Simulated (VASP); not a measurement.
# C (C2/m) in VASP: single point with PBEsol

Aim: the single point of C with PBEsol.

Everything below comes from runs of VASP 6.6.1. Logs are shortened: lines on timing, memory, paths and dates and some standing lists are left out, and cuts for length are marked.

### 1 The cell of the first run

The typed cell holds 2 atoms: a = 2.459 Å, b = 2.459 Å, c = 3.905 Å, α = 108.29°, β = 108.29°, γ = 60.00°.

### 2 Single point, PBEsol

Contents of INCAR:

```
PREC     = Accurate       # precision mode
ENCUT    = 600            # plane-wave cutoff, eV
EDIFF    = 1E-6           # SCF threshold, eV
ISMEAR   = 0              # smearing method
SIGMA    = 0.02           # smearing width, eV
LREAL    = False          # projectors in reciprocal space
LASPH    = True           # aspherical terms in the spheres
NELM     = 120            # most SCF steps
ALGO     = Normal         # electronic algorithm
ISIF     = 2              # what is computed and relaxed
LWAVE    = False          # write WAVECAR
LCHARG   = False          # write CHGCAR
GGA      = PS             # functional
NBANDS   = 11             # bands
GGA_COMPAT= False
```

Contents of KPOINTS:

```
regular mesh
0
Gamma
  6 6 4
```

Contents of POSCAR:

```
C
1.0
    2.1292574478     -1.2293411703     -0.0104469563
    2.1292574478      1.2293411703     -0.0104469563
   -1.3975272927      0.0000000000      3.6463926539
C
2
Direct
    0.8333458971      0.8333458971      0.0000374669
    0.1666541029      0.1666541029      0.9999625331
```

Potentials or basis: VASP PAW PBE potentials, release 64 (C).

On the command line:

```console
$ cat potpaw_PBE.64/C/POTCAR > POTCAR
$ mpirun -np 1 vasp_std > vasp.out
```

OUTCAR:

```text
PREC = Accurate
   ENCUT = 600
   EDIFF = 1E-6
   ISMEAR = 0
   LREAL = False
   LASPH = True
   NELM = 120
   ISIF = 2
   GGA = PS

 ion  position               nearest neighbor table
   1  0.833  0.833  0.000-   2 1.42   2 1.42   2 1.42
   2  0.167  0.167  1.000-   1 1.42   1 1.42   1 1.42

  LATTYP: Found a base centered monoclinic cell.
 ALAT       =     4.2585661521
 B/A-ratio  =     0.5773498057
 C/A-ratio  =     0.9169824293
 COS(beta)  =    -0.3624557917

  Lattice vectors:

 A1 = (   2.1292574478,  -1.2293411703,  -0.0104469563)
 A2 = (   2.1292574478,   1.2293411703,  -0.0104469563)
 A3 = (  -1.3975272927,   0.0000000000,   3.6463926539)

Analysis of symmetry for initial positions (statically):
=====================================================================
 Subroutine PRICEL returns:
 Original cell was already a primitive cell.

 Routine SETGRP: Setting up the symmetry group for a
 base centered monoclinic supercell.

 Subroutine GETGRP returns: Found  4 space group operations
 (whereof  4 operations were pure point group operations)
 out of a pool of  4 trial point group operations.

The static configuration has the point symmetry C_2h.

Analysis of symmetry for dynamics (positions and initial velocities):
=====================================================================
 Subroutine PRICEL returns:
 Original cell was already a primitive cell.

 Routine SETGRP: Setting up the symmetry group for a
 base centered monoclinic supercell.

 Subroutine GETGRP returns: Found  4 space group operations
 (whereof  4 operations were pure point group operations)
 out of a pool of  4 trial point group operations.

The dynamic configuration has the point symmetry C_2h.

 Subroutine INISYM returns: Found  4 space group operations
 (whereof  4 operations are pure point group operations),
 and found     1 'primitive' translations

----------------------------------------------------------------------------------------

                                     Primitive cell

  volume of cell :      19.0536

  direct lattice vectors                    reciprocal lattice vectors
     2.129257448 -1.229341170 -0.010446956     0.235266050 -0.406721919  0.090168766
     2.129257448  1.229341170 -0.010446956     0.235266050  0.406721919  0.090168766
    -1.397527293  0.000000000  3.646392654     0.001348080  0.000000000  0.274760311

  length of vectors
     2.458683821  2.458683821  3.905030335     0.478438335  0.478438335  0.274763618

  position of ions in fractional coordinates (direct lattice)
     0.833345897  0.833345897  0.000037467
     0.166654103  0.166654103  0.999962533

  ion indices of the primitive-cell ions
   primitive index   ion index
                 1           1
                 2           2

----------------------------------------------------------------------------------------

 KPOINTS: regular mesh

Automatic generation of k-mesh.
 Grid dimensions read from file:
 generate k-points for:    6    6    4

 Generating k-lattice:

  Cartesian coordinates                     Fractional coordinates (reciprocal lattice)
     0.039211008 -0.067786987  0.015028128     0.166666667 -0.000000000  0.000000000
     0.039211008  0.067786987  0.015028128    -0.000000000  0.166666667  0.000000000
     0.000337020  0.000000000  0.068690078    -0.000000000 -0.000000000  0.250000000

  Length of vectors
     0.079739722  0.079739722  0.068690904

  Shift w.r.t. Gamma in fractional coordinates (k-lattice)
     0.000000000  0.000000000  0.000000000

 Subroutine IBZKPT returns following result:
 ===========================================

 Found     47 irreducible k-points:

 Following reciprocal coordinates:
            Coordinates               Weight
  0.000000  0.000000  0.000000      1.000000
  0.166667 -0.000000  0.000000      4.000000
  0.333333 -0.000000  0.000000      4.000000
  0.500000  0.000000 -0.000000      2.000000
  0.166667  0.166667  0.000000      2.000000
  0.333333  0.166667 -0.000000      4.000000
[... 16 lines left out ...]
 -0.333333  0.166667  0.250000      4.000000
 -0.166667  0.166667  0.250000      4.000000
 [... further k-points ...]
   k-points           NKPTS =     47   k-points in BZ     NKDIM =     47   number of bands    NBANDS=     11
   number of dos      NEDOS =    301   number of ions     NIONS =      2
   total plane-waves  NPLWV =  12800
   dimension x,y,z NGX =    20 NGY =   20 NGZ =   32
   dimension x,y,z NGXF=    40 NGYF=   40 NGZF=   64
   ions per type =               2
   NGX,Y,Z   is equivalent  to a cutoff of  13.52, 13.52, 13.62 a.u.
   NGXF,Y,Z  is equivalent  to a cutoff of  27.05, 27.05, 27.25 a.u.
 SYSTEM =  unknown system
   PREC   = accura    normal or accurate (medium, high low for compatibility)
   ISTART =      0    job   : 0-new  1-cont  2-samecut
   ICHARG =      2    charge: 1-file 2-atom 10-const
   ISPIN  =      1    spin polarized calculation?
   LNONCOLLINEAR =      F non collinear calculations
   LSORBIT =      F    spin-orbit coupling
   LASPH  =      T    aspherical Exc in radial PAW
   ENCUT  =  600.0 eV  44.10 Ry    6.64 a.u.   4.91  4.91  7.80*2*pi/ulx,y,z
   NELM   =    120;   NELMIN=  2; NELMDL= -5     # of ELM steps
   EDIFF  = 0.1E-05   stopping-criterion for ELM
   LREAL  =      F    real-space projection
   EDIFFG = 0.1E-04   stopping-criterion for IOM
   NSW    =      0    number of steps for IOM
   IBRION =     -1    ionic relax: 0-MD 1-quasi-New 2-CG
   NFREE  =      0    steps in history (QN), initial steepest desc. (CG)
   ISIF   =      2    stress and relaxation
   ISYM   =      2    0-nonsym 1-usesym 2-fastsym
   POTIM  = 0.5000    time-step for ionic-motion
   TEBEG  =    0.0;   TEEND  =   0.0 temperature during run
   PSTRESS=    0.0 pullay stress
   NELECT =       8.0000    total number of electrons
   NUPDOWN=      -1.0000    fix difference up-down
   EMIN   =  10.00;   EMAX   =-10.00  energy-range for DOS
   EFERMI =   0.00;   METHOD = LEGACY
   ISMEAR =     0;   SIGMA  =   0.02  broadening in eV -4-tet -1-fermi 0-gaus
   EFERMI_NEDOS =   21; number of points for ismear=-14 and -15
   IALGO  =     38    algorithm
   IMIX   =      4    mixing-type and parameters
     AMIX     =   0.40;   BMIX     =  1.00
     AMIX_MAG =   1.60;   BMIX_MAG =  1.00
  volume/ion in A,a.u.               =       9.53        64.29
  Fermi-wavevector in a.u.,A,eV,Ry     =   1.225874  2.316567 20.446399  1.502768
  Thomas-Fermi vector in A             =   2.360896
   LORBIT       =      0    0 simple, 1 ext, 2 COOP (PROOUT), +10 PAW based schemes
   GGA     = PS    functional components
   LHFCALC =     F    Hartree Fock is set to
   AEXX    =    0.0000 exact exchange contribution
   IVDW    =     0    specifies the selected vdW correction
   LEPSILON=     F    determine dielectric tensor
   LRPA    =     F    only Hartree local field effects (RPA)
 non-spin polarized calculation
 Gauss-broadening in eV      SIGMA  =   0.02
  energy-cutoff  :      600.00
  volume of cell :       19.05
 maximum number of plane-waves:       650
   NGX =  9   NGY =  9   NGZ = 15

 number of electron       8.0000000 magnetization

 Free energy of the ion-electron system (eV)
  ---------------------------------------------------
  ext. energy  EPLUGINS =         0.00000000
  ---------------------------------------------------
  free energy    TOTEN  =       -19.25771530 eV

  energy without entropy =      -19.25771530  energy(sigma->0) =      -19.25771530

 E-fermi :   3.8472     XC(G=0):  -9.9909

 val. band max:        3.7566178287   @ k =  -0.3333   0.3333   0.0000
 cond. band min:       4.1630828984   @ k =  -0.3333   0.3333   0.0000
 fundamental gap:      0.4064650697
 Fermi energy:         3.8471880198

 k-point     1 :       0.0000    0.0000    0.0000
  band No.  band energies     occupation
      1     -15.6642      2.00000
      2      -3.0620      2.00000
      3       0.9703      2.00000
      4       0.9705      2.00000
      5       7.4498      0.00000
      6      12.3237      0.00000
      7      12.3242      0.00000
      8      15.4701      0.00000
      9      16.8280      0.00000
     10      26.3953      0.00000
     11      26.5125      0.00000

 k-point     2 :       0.1667   -0.0000    0.0000
  band No.  band energies     occupation
      1     -14.9979      2.00000
      2      -2.3420      2.00000
      3      -1.3275      2.00000
      4      -0.1755      2.00000
      5       8.3935      0.00000
      6      12.3745      0.00000
      7      13.3544      0.00000
      8      14.8895      0.00000
      9      18.0478      0.00000
     10      24.6678      0.00000
     11      28.0914      0.00000

 k-point     3 :       0.3333   -0.0000    0.0000
  band No.  band energies     occupation
      1     -13.0346      2.00000
      2      -5.6634      2.00000
      3      -1.8045      2.00000
      4      -0.2837      2.00000
      5       8.9468      0.00000
      6      11.1519      0.00000
      7      11.8849      0.00000
      8      19.4939      0.00000
      9      20.3242      0.00000
     10      21.9944      0.00000
     11      25.3497      0.00000

 k-point     4 :       0.5000    0.0000   -0.0000
  band No.  band energies     occupation
      1     -10.2977      2.00000
      2      -9.3480      2.00000
      3      -2.4449      2.00000
      4       1.8067      2.00000
      5       5.8507      0.00000
      6      11.5078      0.00000
      7      15.2920      0.00000
      8      15.7111      0.00000
      9      21.5717      0.00000
     10      24.0285      0.00000
     11      24.3984      0.00000
[... 239 lines left out ...]
 k-point    22 :       0.5000    0.1667    0.2500
  band No.  band energies     occupation
      1     -11.0659      2.00000
      2      -7.4617      2.00000
      3      -4.1157      2.00000
      4       0.8590      2.00000
      5       6.6813      0.00000
      6      13.9670      0.00000
      7      15.4998      0.00000
      8      17.4613      0.00000
      9      21.2912      0.00000
     10      21.8205      0.00000
     11      23.5475      0.00000

 k-point    23 :      -0.3333    0.1667    0.2500
  band No.  band energies     occupation
      1     -11.1394      2.00000
      2      -7.4002      2.00000
      3      -4.1208      2.00000
      4       1.3858      2.00000
      5       6.2598      0.00000
      6      13.7592      0.00000
      7      14.1947      0.00000
      8      17.5409      0.00000
      9      19.5645      0.00000
     10      24.1685      0.00000
     11      25.6011      0.00000

 k-point    24 :      -0.1667    0.1667    0.2500
  band No.  band energies     occupation
      1     -13.6269      2.00000
      2      -3.7644      2.00000
      3      -2.4668      2.00000
      4      -1.4515      2.00000
      5      10.3949      0.00000
      6      11.8031      0.00000
      7      14.0119      0.00000
      8      15.6586      0.00000
      9      20.7497      0.00000
     10      21.4286      0.00000
     11      25.8980      0.00000

 [... further k-points ...]
[... 5 lines left out ...]
  --------------------------------------------------------------------------------------
  -------------------------------------------------------------------------------------
  Total        0.1512395      0.1396502     -0.1541013      0.0000000      0.0000000     -0.0022149
  in kB       12.7174233     11.7429019    -12.9580689      0.0000000      0.0000000     -0.1862484
  external PRESSURE =       3.8340854 kB  Pullay stress =       0.0000000 kB

 VOLUME and BASIS-vectors are now :
 -----------------------------------------------------------------------------
  energy-cutoff  :      600.00
  volume of cell :       19.05
      direct lattice vectors                 reciprocal lattice vectors
     2.129257448 -1.229341170 -0.010446956     0.235266050 -0.406721919  0.090168766
     2.129257448  1.229341170 -0.010446956     0.235266050  0.406721919  0.090168766
    -1.397527293  0.000000000  3.646392654     0.001348080  0.000000000  0.274760311

 POSITION                                       TOTAL-FORCE (eV/Angst)
 -----------------------------------------------------------------------------------
      3.54876      0.00000     -0.01728        -0.005452      0.000000      0.045450
     -0.68778      0.00000      3.64277         0.005452      0.000000     -0.045450
 -----------------------------------------------------------------------------------
    total drift:                                0.000000     -0.000000     -0.000000

  FREE ENERGIE OF THE ION-ELECTRON SYSTEM (eV)
  ---------------------------------------------------
  free  energy   TOTEN  =       -19.2577153021 eV

  energy  without entropy=      -19.2577153021  energy(sigma->0) =      -19.25771530
```

It took 8.8 s on 1 thread of AMD EPYC 7R43 (Zen 3), shared host; peak memory 0.1 GiB.

What came out:

```yaml
Free_energy: -19.2577 eV
Pressure: 0.4 GPa
Largest_force: 0.046 eV/Å
Band_gap_on_the_k_mesh: 0.41 eV, direct
```

Forces on the atoms (eV/Å):
```
C   -0.005  0.000  0.045
C    0.005  0.000 -0.045
```

Stress tensor (GPa, compression positive):
```
 1.27  0.00 -0.02
 0.00  1.17  0.00
-0.02  0.00 -1.30
```

Caveat: the k points lie up to 0.50 Å⁻¹ apart; the PAW data sets were made with another functional, which shifts forces and pressure a little; this functional lacks dispersion, which binds the layers, so the pressure and a relaxed spacing across them are unreliable. A k mesh can miss the band edges.
